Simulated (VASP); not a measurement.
# Y4C3 (Pm-3m) in VASP: a series of runs, part 2 of 3

VASP 6.6.1. Earlier steps stand in the parts before.

### 3 Single point, PBE

This run uses another cell than the first one, of 18.55 Å³/atom.

Contents of INCAR:

```
SYSTEM = Y4C3
PREC     = Accurate       ! precision mode
ENCUT    = 520            ! plane-wave cutoff, eV
EDIFF    = 1E-6           ! SCF threshold, eV
ISMEAR   = 0              ! smearing method
SIGMA    = 0.1            ! smearing width, eV
LREAL    = .FALSE.        ! projectors in reciprocal space
LASPH    = .TRUE.         ! aspherical terms in the spheres
NELM     = 80             ! most SCF steps
ALGO     = Normal         ! electronic algorithm
ISIF     = 2              ! what is computed and relaxed
LWAVE    = .FALSE.        ! write WAVECAR
LCHARG   = .TRUE.         ! write CHGCAR
GGA      = PE             ! functional
LELF     = .TRUE.         ! ELF
LVHAR    = .TRUE.       
NBANDS   = 37             ! bands
```

Contents of KPOINTS:

```
Automatic mesh
0
G
  4 4 4
  0 0 0
```

Contents of POSCAR:

```
Y4C3
1.0
    5.0640006559      0.0000000000      0.0000000000
    0.0000000000      5.0640006559      0.0000000000
    0.0000000000      0.0000000000      5.0640006559
Y C
4 3
Direct
    0.5000000000      0.5000000000      0.5000000000
    0.5000000000      0.0000000000      0.0000000000
    0.0000000000      0.5000000000      0.0000000000
    0.0000000000      0.0000000000      0.5000000000
    0.5000000000      0.5000000000      0.0000000000
    0.0000000000      0.5000000000      0.5000000000
    0.5000000000      0.0000000000      0.5000000000
```

Potentials or basis: VASP PAW PBE potentials, release 64 (Y_sv, C).

Run with:

```
$ cat potpaw_PBE.64/Y_sv/POTCAR potpaw_PBE.64/C/POTCAR > POTCAR
$ mpirun -np 1 vasp_std > vasp.out
```

OUTCAR:

```text
SYSTEM = Y4C3
   PREC = Accurate
   ENCUT = 520
   EDIFF = 1E-6
   ISMEAR = 0
   LREAL = .FALSE.
   LASPH = .TRUE.
   NELM = 80
   ISIF = 2
   GGA = PE

 ion  position               nearest neighbor table
   1  0.500  0.500  0.500-   5 2.53   6 2.53   7 2.53   5 2.53   7 2.53   6 2.53   2 3.58   3 3.58
                             2 3.58   2 3.58   4 3.58   3 3.58   2 3.58   3 3.58   4 3.58   4 3.58
   2  0.500  0.000  0.000-   5 2.53   7 2.53   7 2.53   5 2.53   3 3.58   1 3.58   4 3.58   4 3.58
                             1 3.58   3 3.58   1 3.58   1 3.58   3 3.58   4 3.58   4 3.58   3 3.58
   3  0.000  0.500  0.000-   5 2.53   6 2.53   6 2.53   5 2.53   2 3.58   1 3.58   4 3.58   4 3.58
                             2 3.58   4 3.58   4 3.58   1 3.58   2 3.58   1 3.58   1 3.58   2 3.58
   4  0.000  0.000  0.500-   6 2.53   7 2.53   6 2.53   7 2.53   2 3.58   2 3.58   3 3.58   1 3.58
                             3 3.58   3 3.58   3 3.58   1 3.58   2 3.58   1 3.58   2 3.58   1 3.58
   5  0.500  0.500  0.000-   1 2.53   2 2.53   3 2.53   1 2.53   2 2.53   3 2.53
   6  0.000  0.500  0.500-   1 2.53   3 2.53   4 2.53   3 2.53   4 2.53   1 2.53
   7  0.500  0.000  0.500-   1 2.53   2 2.53   4 2.53   2 2.53   1 2.53   4 2.53

  LATTYP: Found a simple cubic cell.
 ALAT       =     5.0640006559

[... 185 lines left out ...]
      1     -38.0374      2.00000
      2     -37.9643      2.00000
      3     -37.9643      2.00000
      4     -36.9431      2.00000
      5     -18.3840      2.00000
      6     -18.3840      2.00000
[... 389 lines left out ...]
     36       9.2927      0.00000
     37       9.4421      0.00000

------------------------ aborting loop because EDIFF is reached ----------------------------------------

  FORCE on cell =-STRESS in cart. coord.  units (eV):
  Direction    XX          YY          ZZ          XY          YZ          ZX
  --------------------------------------------------------------------------------------
  -------------------------------------------------------------------------------------
  Total        0.2252914      0.2252914      0.2252914     -0.0000000     -0.0000000      0.0000000
  in kB        2.7795469      2.7795469      2.7795469     -0.0000000     -0.0000000      0.0000000
  external PRESSURE =       2.7795469 kB  Pullay stress =       0.0000000 kB

 VOLUME and BASIS-vectors are now :
 -----------------------------------------------------------------------------
  energy-cutoff  :      520.00
  volume of cell :      129.86
      direct lattice vectors                 reciprocal lattice vectors
     5.064000656  0.000000000  0.000000000     0.197472328  0.000000000  0.000000000
     0.000000000  5.064000656  0.000000000     0.000000000  0.197472328  0.000000000
     0.000000000  0.000000000  5.064000656     0.000000000  0.000000000  0.197472328

 POSITION                                       TOTAL-FORCE (eV/Angst)
 -----------------------------------------------------------------------------------
      2.53200      2.53200      2.53200         0.000000      0.000000      0.000000
      2.53200      0.00000      0.00000         0.000000      0.000000      0.000000
      0.00000      2.53200      0.00000         0.000000      0.000000      0.000000
      0.00000      0.00000      2.53200         0.000000      0.000000      0.000000
      2.53200      2.53200      0.00000         0.000000      0.000000      0.000000
      0.00000      2.53200      2.53200         0.000000      0.000000      0.000000
      2.53200      0.00000      2.53200         0.000000      0.000000      0.000000
 -----------------------------------------------------------------------------------
    total drift:                                0.000000      0.000000      0.000000

  FREE ENERGIE OF THE ION-ELECTRON SYSTEM (eV)
  ---------------------------------------------------
  free  energy   TOTEN  =       -54.3879510138 eV

  energy  without entropy=      -54.3547915528  energy(sigma->0) =      -54.37137128
```

stdout:

```text
POSCAR found type information on POSCAR Y C
 POSCAR found :  2 types and       7 ions
 scaLAPACK will be used
 LDA part: xc-table for (Slater+PW92), standard interpolation
 POSCAR, INCAR and KPOINTS ok, starting setup
 FFT: planning ... GRIDC
 FFT: planning ... GRID_SOFT
 FFT: planning ... GRID
 WAVECAR not read
 entering main loop
```

It took 55 s on 1 thread of Oxide Virtual Turin-like, shared host; peak memory 0.22 GiB.

What came out:

```yaml
Free_energy: -54.3880 eV
Pressure: 0.3 GPa
Band_gap_on_the_k_mesh: zero (bands 28 and 29 overlap by 1.04 eV)
```

Levels at points of the mesh, in eV from the Fermi level:
| k point | band 25 | band 26 | band 27 | band 28 | band 29 | band 30 | band 31 | band 32 |
| --- | --- | --- | --- | --- | --- | --- | --- | --- |
| (0.00, 0.00, 0.00) | 0.18 | 0.18 | 0.87 | 0.87 | 0.87 | 1.37 | 1.37 | 1.37 |
| (0.50, 0.00, 0.00) | -0.60 | -0.35 | -0.35 | 0.73 | 0.73 | 1.06 | 1.44 | 2.60 |
| (0.50, 0.50, 0.00) | -0.71 | -0.70 | -0.70 | -0.63 | 0.18 | 1.19 | 1.95 | 1.95 |
| (0.50, 0.50, 0.50) | -1.25 | -1.25 | -0.99 | -0.99 | 1.10 | 1.55 | 1.55 | 1.55 |

### 4 Single point, PBE

This run uses another cell than the first one, of 18.58 Å³/atom.

Contents of INCAR:

```
SYSTEM = Y4C3
PREC = Accurate
ENCUT = 520
EDIFF = 1E-6
ISMEAR = 0
SIGMA = 0.1
LREAL = .FALSE.
LASPH = .TRUE.
NELM = 80
ALGO = Fast
ISIF = 2
LWAVE = .FALSE.
LCHARG = .FALSE.
GGA = PE
NBANDS = 37
```

Contents of KPOINTS:

```
regular mesh
0
G
  8 8 8
  0 0 0
```

POSCAR, as its differences from that of step 3:

```diff
@@ -2,5 +2,5 @@
 1.0
-    5.0640006559      0.0000000000      0.0000000000
-    0.0000000000      5.0640006559      0.0000000000
-    0.0000000000      0.0000000000      5.0640006559
+    5.0669603956      0.0000000000      0.0000000000
+    0.0000000000      5.0669603956      0.0000000000
+    0.0000000000      0.0000000000      5.0669603956
 Y C
```

Potentials or basis: VASP PAW PBE potentials, release 64 (Y_sv, C).

Run with:

```
$ cat potpaw_PBE.64/Y_sv/POTCAR potpaw_PBE.64/C/POTCAR > POTCAR
$ mpirun -np 1 vasp_std > vasp.out
```

OUTCAR:

```text
SYSTEM = Y4C3
   PREC = Accurate
   ENCUT = 520
   EDIFF = 1E-6
   ISMEAR = 0
   LREAL = .FALSE.
   LASPH = .TRUE.
   NELM = 80
   ISIF = 2
   GGA = PE

 ion  position               nearest neighbor table
   1  0.500  0.500  0.500-   5 2.53   6 2.53   7 2.53   5 2.53   7 2.53   6 2.53   2 3.58   3 3.58
                             2 3.58   2 3.58   4 3.58   3 3.58   2 3.58   3 3.58   4 3.58   4 3.58
   2  0.500  0.000  0.000-   5 2.53   7 2.53   7 2.53   5 2.53   3 3.58   1 3.58   4 3.58   4 3.58
                             1 3.58   3 3.58   1 3.58   1 3.58   3 3.58   4 3.58   4 3.58   3 3.58
[... 1178 lines left out ...]
  Total       -0.0852364     -0.0852364     -0.0852364      0.0000000      0.0000000     -0.0000000
  in kB       -1.0497670     -1.0497670     -1.0497670      0.0000000      0.0000000     -0.0000000
  external PRESSURE =      -1.0497670 kB  Pullay stress =       0.0000000 kB

 VOLUME and BASIS-vectors are now :
 -----------------------------------------------------------------------------
  energy-cutoff  :      520.00
  volume of cell :      130.09
      direct lattice vectors                 reciprocal lattice vectors
     5.066960396  0.000000000  0.000000000     0.197356980  0.000000000  0.000000000
     0.000000000  5.066960396  0.000000000     0.000000000  0.197356980  0.000000000
     0.000000000  0.000000000  5.066960396     0.000000000  0.000000000  0.197356980

 POSITION                                       TOTAL-FORCE (eV/Angst)
 -----------------------------------------------------------------------------------
      2.53348      2.53348      2.53348         0.000000      0.000000      0.000000
      2.53348      0.00000      0.00000         0.000000      0.000000      0.000000
      0.00000      2.53348      0.00000         0.000000      0.000000      0.000000
      0.00000      0.00000      2.53348         0.000000      0.000000      0.000000
      2.53348      2.53348      0.00000         0.000000      0.000000      0.000000
      0.00000      2.53348      2.53348         0.000000      0.000000      0.000000
      2.53348      0.00000      2.53348         0.000000      0.000000      0.000000
 -----------------------------------------------------------------------------------
    total drift:                                0.000000      0.000000      0.000000

  FREE ENERGIE OF THE ION-ELECTRON SYSTEM (eV)
  ---------------------------------------------------
  free  energy   TOTEN  =       -54.4530791296 eV

  energy  without entropy=      -54.4305167761  energy(sigma->0) =      -54.44179795
```

OSZICAR:

```text
N       E                     dE             d eps       ncg     rms          rms(c)
DAV:   1     0.306512957917E+03    0.30651E+03   -0.28088E+04  2598   0.148E+03
DAV:   2    -0.349995950602E+02   -0.34151E+03   -0.32948E+03  3056   0.357E+02
DAV:   3    -0.665358713107E+02   -0.31536E+02   -0.31064E+02  3900   0.742E+01
[... 12 lines left out ...]
RMM:  16    -0.544530582881E+02   -0.27539E-04   -0.32875E-04  4626   0.471E-02    0.356E-02
RMM:  17    -0.544530717323E+02   -0.13444E-04   -0.15523E-04  4483   0.276E-02    0.825E-03
RMM:  18    -0.544530764259E+02   -0.46936E-05   -0.48974E-05  3706   0.160E-02    0.786E-03
RMM:  19    -0.544530783941E+02   -0.19683E-05   -0.21505E-05  3120   0.948E-03    0.543E-03
RMM:  20    -0.544530791296E+02   -0.73547E-06   -0.76991E-06  2641   0.675E-03
   1 F= -.54453079E+02 E0= -.54441798E+02  d E =-.225624E-01
```

stdout:

```text
POSCAR found type information on POSCAR Y C
 POSCAR found :  2 types and       7 ions
 scaLAPACK will be used
 LDA part: xc-table for (Slater+PW92), standard interpolation
 POSCAR, INCAR and KPOINTS ok, starting setup
 FFT: planning ... GRIDC
 FFT: planning ... GRID_SOFT
 FFT: planning ... GRID
 WAVECAR not read
 entering main loop
WARNING in EDDRMM: call to ZHEGV failed, returncode =   8  4      8
WARNING in EDDRMM: call to ZHEGV failed, returncode =   8  4     26
WARNING in EDDRMM: call to ZHEGV failed, returncode =   8  4     14
WARNING in EDDRMM: call to ZHEGV failed, returncode =   6  3     31
```

Wall time 2.9 min (1 thread of Oxide Virtual Turin-like, shared host); peak memory 0.3 GiB.

What came out:

```
Free energy            : -54.4531 eV
Pressure               : -0.1 GPa
Band gap on the k mesh : zero (bands 28 and 29 overlap by 1.04 eV)
```

(Part 2 of 3 ends here.)
